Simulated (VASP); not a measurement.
Crystal: Mn3O4.

```
CELL_PARAMETERS angstrom
-2.87950 2.87950 4.73000
2.87950 -2.87950 4.73000
2.87950 2.87950 -4.73000
ATOMIC_POSITIONS crystal
Mn 0.00000 0.00000 0.00000
Mn 0.75000 0.25000 0.50000
Mn 0.87500 0.62500 0.25000
Mn 0.37500 0.62500 0.25000
Mn 0.37500 0.62500 0.75000
Mn 0.37500 0.12500 0.75000
O 0.60400 0.38400 0.22000
O 0.13400 0.41400 0.28000
O 0.16400 0.38400 0.78000
O 0.13400 0.85400 0.72000
O 0.14600 0.86600 0.28000
O 0.61600 0.39600 0.78000
O 0.58600 0.86600 0.72000
O 0.61600 0.83600 0.22000
```

Base run:

```yaml
Program: VASP 6.6.1
Functional: LDA
Potentials_or_basis: VASP PAW LDA potentials, release 64 (Mn_pv, O)
Cutoff: 520 eV
k_mesh: 3 × 3 × 4
Occupations: fermi-dirac, width 0.02 eV
Spin: collinear spin, ferrimagnetic start
Starting_moments: "[4.5, 4.5, -4.5, 4.5, 4.5, -4.5, 0.0, 0.0, 0.0, 0.0, 0.0, 0.0, 0.0, 0.0] μB"
Hubbard_terms: Mn d U = 3.9 eV
```

Its results: band gap on the k mesh 1.34 eV (least direct gap 1.40 eV); pressure -3.6 GPa; largest force 0.395 eV/Å.

Question: After a change of settings the same cell gave: band gap on the k mesh zero (bands 63 and 64 overlap by 0.20 eV); pressure -23.7 GPa; largest force 1.939 eV/Å. Which change was it?
A. further incar settings from ALGO = Normal; EDIFF = 1e-07; NBANDS = 80 to ALGO = Normal; EDIFF = 1e-06; NBANDS = 80
B. further incar settings from ALGO = Normal; EDIFF = 1e-07; NBANDS = 80 to ALGO = Normal; EDIFF = 1e-07; NBANDS = 80; ISYM = 0; moments at the start from [4.5, 4.5, -4.5, 4.5, 4.5, -4.5, 0.0, 0. to [2.93, 2.93, 2.93, 2.93, 2.93, -2.93, 0.
C. spin from collinear spin, ferrimagnetic start to no spin polarisation; further incar settings from ALGO = Normal; EDIFF = 1e-07; NBANDS = 80 to ALGO = Normal; EDIFF = 1e-06; NBANDS = 76; ISYM = 0

Answer: C.

Caveats: some runs use coarse meshes; the cell stands under tension (at least some runs); U without spin polarisation on a metal has little footing (at least some runs); forces of over 1 eV/Å act on the atoms, so gaps and moduli don't describe the material at rest (at least some runs).
